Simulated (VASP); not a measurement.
# Ga2TeO3 (I4/mmm) in VASP: notebook

The runs below take Ga2TeO3 through single point, with PBE.

Everything below comes from runs of VASP 6.6.1. Logs are shortened: lines on timing, memory, paths and dates and some standing lists are left out, and cuts for length are marked.

## Step 1: The cell of the first run

Symmetry: I4/mmm, No. 139, tetragonal system. Conventional cell: a = 5.870 Å, b = 5.870 Å, c = 6.938 Å, α = 90.00°, β = 90.00°, γ = 90.00°. Ga (site symmetry -4m2) has 2 O at 1.73 Å within 2.3 Å. Within 3.9 Å of Te (site symmetry 4/mmm) lie 6 O at 2.93 to 3.47 Å and 8 Ga at 3.41 Å. O (site symmetry mmm) has 2 Ga at 1.73 Å within 2.3 Å. Within 3.9 Å of O (site symmetry 4/mmm) lie 4 O at 2.93 Å and 8 Ga at 3.41 Å and 2 Te at 3.47 Å.

The cell was generated, and may not be a known phase.

## Step 2: Single point, PBE

Input file INCAR:

```
SYSTEM = Ga2TeO3
PREC = Accurate
ENCUT = 520
EDIFF = 1E-7
ISMEAR = 0
SIGMA = 0.1
LREAL = .FALSE.
LASPH = .TRUE.
NELM = 100
ALGO = Normal
ISIF = 2
LWAVE = .FALSE.
LCHARG = .FALSE.
GGA = PE
NBANDS = 34
```

Input file KPOINTS:

```
regular mesh
0
G
  4 4 4
  0 0 0
```

Input file POSCAR:

```
Ga2TeO3
1.0
   -2.9348518200      2.9348518200      3.4691772100
    2.9348518200     -2.9348518200      3.4691772100
    2.9348518200      2.9348518200     -3.4691772100
Ga Te O
2 1 3
Direct
    0.7500000000      0.2500000000      0.5000000000
    0.2500000000      0.7500000000      0.5000000000
    0.0000000000      0.0000000000      0.0000000000
    0.5000000000      0.0000000000      0.5000000000
    0.0000000000      0.5000000000      0.5000000000
    0.5000000000      0.5000000000      0.0000000000
```

Potentials or basis: VASP PAW PBE potentials, release 64 (Ga_d, Te, O).

The run is started by

```
$ cat potpaw_PBE.64/Ga_d/POTCAR potpaw_PBE.64/Te/POTCAR potpaw_PBE.64/O/POTCAR > POTCAR
$ mpirun -np 1 vasp_std > vasp.out
```

OUTCAR:

```text
SYSTEM = Ga2TeO3
   PREC = Accurate
   ENCUT = 520
   EDIFF = 1E-7
   ISMEAR = 0
   LREAL = .FALSE.
   LASPH = .TRUE.
   NELM = 100
   ISIF = 2
   GGA = PE

 ion  position               nearest neighbor table
   1  0.750  0.250  0.500-   4 1.73   5 1.73
   2  0.250  0.750  0.500-   4 1.73   5 1.73
   3  0.000  0.000  0.000-
   4  0.500  0.000  0.500-   1 1.73   2 1.73
   5  0.000  0.500  0.500-   1 1.73   2 1.73
   6  0.500  0.500  0.000-

  LATTYP: Found a body centered tetragonal cell.
 ALAT       =     5.8697036400
 C/A-ratio  =     1.1820621356

  Lattice vectors:

 A1 = (  -2.9348518200,   2.9348518200,   3.4691772100)
 A2 = (   2.9348518200,  -2.9348518200,   3.4691772100)
 A3 = (   2.9348518200,   2.9348518200,  -3.4691772100)

Analysis of symmetry for initial positions (statically):
=====================================================================
 Subroutine PRICEL returns:
 Original cell was already a primitive cell.

 Routine SETGRP: Setting up the symmetry group for a
 body centered tetragonal supercell.

 Subroutine GETGRP returns: Found 16 space group operations
 (whereof 16 operations were pure point group operations)
 out of a pool of 16 trial point group operations.

The static configuration has the point symmetry D_4h.

Analysis of symmetry for dynamics (positions and initial velocities):
=====================================================================
 Subroutine PRICEL returns:
 Original cell was already a primitive cell.

 Routine SETGRP: Setting up the symmetry group for a
 body centered tetragonal supercell.

 Subroutine GETGRP returns: Found 16 space group operations
 (whereof 16 operations were pure point group operations)
 out of a pool of 16 trial point group operations.

The dynamic configuration has the point symmetry D_4h.

 Subroutine INISYM returns: Found 16 space group operations
 (whereof 16 operations are pure point group operations),
 and found     1 'primitive' translations

----------------------------------------------------------------------------------------

                                     Primitive cell

  volume of cell :     119.5250

  direct lattice vectors                    reciprocal lattice vectors
    -2.934851820  2.934851820  3.469177210     0.000000000  0.170366353  0.144126394
     2.934851820 -2.934851820  3.469177210     0.170366353  0.000000000  0.144126394
     2.934851820  2.934851820 -3.469177210     0.170366353  0.170366353  0.000000000

  length of vectors
     5.409427042  5.409427042  5.409427042     0.223152664  0.223152664  0.240934406

  position of ions in fractional coordinates (direct lattice)
     0.750000000  0.250000000  0.500000000
     0.250000000  0.750000000  0.500000000
     0.000000000  0.000000000  0.000000000
     0.500000000  0.000000000  0.500000000
     0.000000000  0.500000000  0.500000000
     0.500000000  0.500000000  0.000000000

  ion indices of the primitive-cell ions
   primitive index   ion index
                 1           1
                 2           2
                 3           3
                 4           4
                 5           5
                 6           6

----------------------------------------------------------------------------------------

 KPOINTS: regular mesh

Automatic generation of k-mesh.
 Grid dimensions read from file:
 generate k-points for:    4    4    4

 Generating k-lattice:

  Cartesian coordinates                     Fractional coordinates (reciprocal lattice)
     0.000000000  0.042591588  0.036031598     0.250000000  0.000000000  0.000000000
     0.042591588  0.000000000  0.036031598     0.000000000  0.250000000  0.000000000
     0.042591588  0.042591588  0.000000000     0.000000000  0.000000000  0.250000000

  Length of vectors
     0.055788166  0.055788166  0.060233602

  Shift w.r.t. Gamma in fractional coordinates (k-lattice)
     0.000000000  0.000000000  0.000000000

 Subroutine IBZKPT returns following result:
 ===========================================

 Found     13 irreducible k-points:

 Following reciprocal coordinates:
            Coordinates               Weight
  0.000000  0.000000  0.000000      1.000000
  0.250000  0.000000  0.000000      8.000000
  0.500000  0.000000  0.000000      4.000000
  0.250000  0.250000  0.000000      8.000000
  0.500000  0.250000  0.000000     16.000000
 -0.250000  0.250000  0.000000      4.000000
  0.500000  0.500000  0.000000      2.000000
  0.250000  0.250000  0.250000      2.000000
 -0.250000  0.250000  0.250000      4.000000
  0.500000  0.500000  0.250000      4.000000
 -0.250000  0.500000  0.250000      8.000000
 -0.250000 -0.250000  0.250000      2.000000
  0.500000  0.500000  0.500000      1.000000
   k-points           NKPTS =     13   k-points in BZ     NKDIM =     13   number of bands    NBANDS=     34
   number of dos      NEDOS =    301   number of ions     NIONS =      6
   total plane-waves  NPLWV =  64000
   dimension x,y,z NGX =    40 NGY =   40 NGZ =   40
   dimension x,y,z NGXF=    80 NGYF=   80 NGZF=   80
   ions per type =               2   1   3
   NGX,Y,Z   is equivalent  to a cutoff of  12.29, 12.29, 12.29 a.u.
   NGXF,Y,Z  is equivalent  to a cutoff of  24.59, 24.59, 24.59 a.u.
 SYSTEM =  Ga2TeO3
   PREC   = accura    normal or accurate (medium, high low for compatibility)
   ISTART =      0    job   : 0-new  1-cont  2-samecut
   ICHARG =      2    charge: 1-file 2-atom 10-const
   ISPIN  =      1    spin polarized calculation?
   LNONCOLLINEAR =      F non collinear calculations
   LSORBIT =      F    spin-orbit coupling
   LASPH  =      T    aspherical Exc in radial PAW
   ENCUT  =  520.0 eV  38.22 Ry    6.18 a.u.  10.06 10.06 10.06*2*pi/ulx,y,z
   NELM   =    100;   NELMIN=  2; NELMDL= -5     # of ELM steps
   EDIFF  = 0.1E-06   stopping-criterion for ELM
   LREAL  =      F    real-space projection
   EDIFFG = 0.1E-05   stopping-criterion for IOM
   NSW    =      0    number of steps for IOM
   IBRION =     -1    ionic relax: 0-MD 1-quasi-New 2-CG
   NFREE  =      0    steps in history (QN), initial steepest desc. (CG)
   ISIF   =      2    stress and relaxation
   ISYM   =      2    0-nonsym 1-usesym 2-fastsym
   POTIM  = 0.5000    time-step for ionic-motion
   TEBEG  =    0.0;   TEEND  =   0.0 temperature during run
   PSTRESS=    0.0 pullay stress
   NELECT =      50.0000    total number of electrons
   NUPDOWN=      -1.0000    fix difference up-down
   EMIN   =  10.00;   EMAX   =-10.00  energy-range for DOS
   EFERMI =   0.00;   METHOD = LEGACY
   ISMEAR =     0;   SIGMA  =   0.10  broadening in eV -4-tet -1-fermi 0-gaus
   EFERMI_NEDOS =   21; number of points for ismear=-14 and -15
   IALGO  =     38    algorithm
   IMIX   =      4    mixing-type and parameters
     AMIX     =   0.40;   BMIX     =  1.00
     AMIX_MAG =   1.60;   BMIX_MAG =  1.00
  volume/ion in A,a.u.               =      19.92       134.43
  Fermi-wavevector in a.u.,A,eV,Ry     =   1.224368  2.313720 20.396173  1.499076
  Thomas-Fermi vector in A             =   2.359445
   LORBIT       =      0    0 simple, 1 ext, 2 COOP (PROOUT), +10 PAW based schemes
   GGA     = PE    functional components
   LHFCALC =     F    Hartree Fock is set to
   AEXX    =    0.0000 exact exchange contribution
   IVDW    =     0    specifies the selected vdW correction
   LEPSILON=     F    determine dielectric tensor
   LRPA    =     F    only Hartree local field effects (RPA)
 non-spin polarized calculation
 Gauss-broadening in eV      SIGMA  =   0.10
  energy-cutoff  :      520.00
  volume of cell :      119.53
 maximum number of plane-waves:      3238
   NGX = 21   NGY = 21   NGZ = 21

 number of electron      49.9999988 magnetization

 Free energy of the ion-electron system (eV)
  ---------------------------------------------------
  ext. energy  EPLUGINS =         0.00000000
  ---------------------------------------------------
  free energy    TOTEN  =       -22.59061356 eV

  energy without entropy =      -22.54537295  energy(sigma->0) =      -22.56799325

 E-fermi :   2.6352     XC(G=0):  -9.1996

 val. band max:        2.6165748121   @ k =  -0.2500   0.5000   0.2500
 cond. band min:       2.6411593228   @ k =  -0.2500   0.2500   0.0000
 fundamental gap:      0.0245845108
 Fermi energy:         2.6351850061

 k-point     1 :       0.0000    0.0000    0.0000
  band No.  band energies     occupation
      1     -17.9746      2.00000
      2     -16.6841      2.00000
      3     -13.6296      2.00000
      4     -13.0452      2.00000
      5     -13.0367      2.00000
      6     -13.0313      2.00000
[... 26 lines left out ...]
     33       9.0799      0.00000
     34      11.2535      0.00000

 k-point     2 :       0.2500    0.0000    0.0000
  band No.  band energies     occupation
      1     -17.8343      2.00000
      2     -16.9525      2.00000
      3     -13.2672      2.00000
      4     -13.0423      2.00000
      5     -13.0372      2.00000
      6     -13.0323      2.00000
[... 26 lines left out ...]
     33       9.5319      0.00000
     34      12.0151      0.00000

 k-point     3 :       0.5000    0.0000    0.0000
  band No.  band energies     occupation
      1     -17.4492      2.00000
      2     -17.4482      2.00000
      3     -13.0362      2.00000
      4     -13.0355      2.00000
      5     -13.0354      2.00000
      6     -13.0352      2.00000
[... 26 lines left out ...]
     33      10.6796      0.00000
     34      11.4851      0.00000

 k-point     4 :       0.2500    0.2500    0.0000
  band No.  band energies     occupation
      1     -17.4608      2.00000
      2     -17.4366      2.00000
      3     -13.0396      2.00000
      4     -13.0392      2.00000
      5     -13.0321      2.00000
      6     -13.0314      2.00000
[... 26 lines left out ...]
     33      10.2166      0.00000
     34      11.3302      0.00000

 k-point     5 :       0.5000    0.2500    0.0000
  band No.  band energies     occupation
      1     -17.8159      2.00000
      2     -16.9687      2.00000
      3     -13.2717      2.00000
      4     -13.0366      2.00000
      5     -13.0364      2.00000
      6     -13.0345      2.00000
[... 26 lines left out ...]
     33      11.2375      0.00000
     34      11.4771      0.00000

 k-point     6 :      -0.2500    0.2500    0.0000
  band No.  band energies     occupation
      1     -17.9611      2.00000
      2     -16.6956      2.00000
      3     -13.6298      2.00000
      4     -13.0411      2.00000
      5     -13.0343      2.00000
      6     -13.0335      2.00000
[... 26 lines left out ...]
     33       9.6702      0.00000
     34      12.3657      0.00000

 k-point     7 :       0.5000    0.5000    0.0000
  band No.  band energies     occupation
      1     -17.9476      2.00000
      2     -16.7071      2.00000
      3     -13.6301      2.00000
      4     -13.0371      2.00000
      5     -13.0356      2.00000
      6     -13.0341      2.00000
[... 26 lines left out ...]
     33      11.0617      0.00000
     34      12.0033      0.00000

 k-point     8 :       0.2500    0.2500    0.2500
  band No.  band energies     occupation
      1     -17.4463      2.00000
      2     -17.4463      2.00000
      3     -13.0357      2.00000
      4     -13.0357      2.00000
      5     -13.0338      2.00000
      6     -13.0338      2.00000
[... 26 lines left out ...]
     33      11.0606      0.00000
     34      11.0606      0.00000

 k-point     9 :      -0.2500    0.2500    0.2500
  band No.  band energies     occupation
      1     -17.9498      2.00000
      2     -16.7103      2.00000
      3     -13.6301      2.00000
      4     -13.0389      2.00000
      5     -13.0369      2.00000
      6     -13.0340      2.00000
[... 26 lines left out ...]
     33      10.9489      0.00000
     34      11.3096      0.00000

 k-point    10 :       0.5000    0.5000    0.2500
  band No.  band energies     occupation
      1     -17.9385      2.00000
      2     -16.7248      2.00000
      3     -13.6304      2.00000
      4     -13.0442      2.00000
      5     -13.0380      2.00000
      6     -13.0327      2.00000
[... 26 lines left out ...]
     33      10.0502      0.00000
     34      11.3761      0.00000

 k-point    11 :      -0.2500    0.5000    0.2500
  band No.  band energies     occupation
      1     -17.8018      2.00000
      2     -16.9903      2.00000
      3     -13.2801      2.00000
      4     -13.0459      2.00000
      5     -13.0400      2.00000
      6     -13.0305      2.00000
[... 26 lines left out ...]
     33       9.9547      0.00000
     34      10.2455      0.00000

 k-point    12 :      -0.2500   -0.2500    0.2500
  band No.  band energies     occupation
      1     -17.4751      2.00000
      2     -17.4270      2.00000
      3     -13.0444      2.00000
      4     -13.0435      2.00000
      5     -13.0302      2.00000
      6     -13.0272      2.00000
[... 26 lines left out ...]
     33       8.5575      0.00000
     34      10.5917      0.00000

 k-point    13 :       0.5000    0.5000    0.5000
  band No.  band energies     occupation
      1     -17.9292      2.00000
      2     -16.7425      2.00000
      3     -13.6307      2.00000
      4     -13.0523      2.00000
      5     -13.0418      2.00000
      6     -13.0288      2.00000
[... 26 lines left out ...]
     33       8.8955      0.00000
     34      10.5732      0.00000

------------------------ aborting loop because EDIFF is reached ----------------------------------------

  FORCE on cell =-STRESS in cart. coord.  units (eV):
  Direction    XX          YY          ZZ          XY          YZ          ZX
  --------------------------------------------------------------------------------------
  -------------------------------------------------------------------------------------
  Total       -0.1142008     -0.1142008      2.4390526      0.0000000     -0.0000000      0.0000000
  in kB       -1.5308086     -1.5308086     32.6943651      0.0000000     -0.0000000      0.0000000
  external PRESSURE =       9.8775827 kB  Pullay stress =       0.0000000 kB

 VOLUME and BASIS-vectors are now :
 -----------------------------------------------------------------------------
  energy-cutoff  :      520.00
  volume of cell :      119.53
      direct lattice vectors                 reciprocal lattice vectors
    -2.934851820  2.934851820  3.469177210     0.000000000  0.170366353  0.144126394
     2.934851820 -2.934851820  3.469177210     0.170366353  0.000000000  0.144126394
     2.934851820  2.934851820 -3.469177210     0.170366353  0.170366353  0.000000000

 POSITION                                       TOTAL-FORCE (eV/Angst)
 -----------------------------------------------------------------------------------
      0.00000      2.93485      1.73459         0.000000      0.000000      0.000000
      2.93485      0.00000      1.73459        -0.000000     -0.000000      0.000000
      0.00000      0.00000      0.00000         0.000000      0.000000     -0.000000
      0.00000      2.93485      0.00000         0.000000      0.000000     -0.000000
      2.93485      0.00000      0.00000         0.000000      0.000000     -0.000000
      0.00000      0.00000      3.46918         0.000000      0.000000     -0.000000
 -----------------------------------------------------------------------------------
    total drift:                                0.000000     -0.000000      0.000000

  FREE ENERGIE OF THE ION-ELECTRON SYSTEM (eV)
  ---------------------------------------------------
  free  energy   TOTEN  =       -22.5906135608 eV

  energy  without entropy=      -22.5453729453  energy(sigma->0) =      -22.56799325
```

Run time: 85 s. Hardware: 1 thread of Intel Xeon Platinum 8259CL at 2.50GHz (Skylake/Cascade Lake), shared host; peak memory 0.26 GiB.

What came out:

```
Free energy            : -22.5906 eV
Pressure               : 1.0 GPa
Band gap on the k mesh : zero (bands 25 and 26 overlap by 0.60 eV)
```

Caveat: spin-orbit coupling is left out, which moves the levels of the heavy elements.

[end of part 1 of 2]

The gap in the log of VASP goes by the Fermi energy; the results here count the filled bands.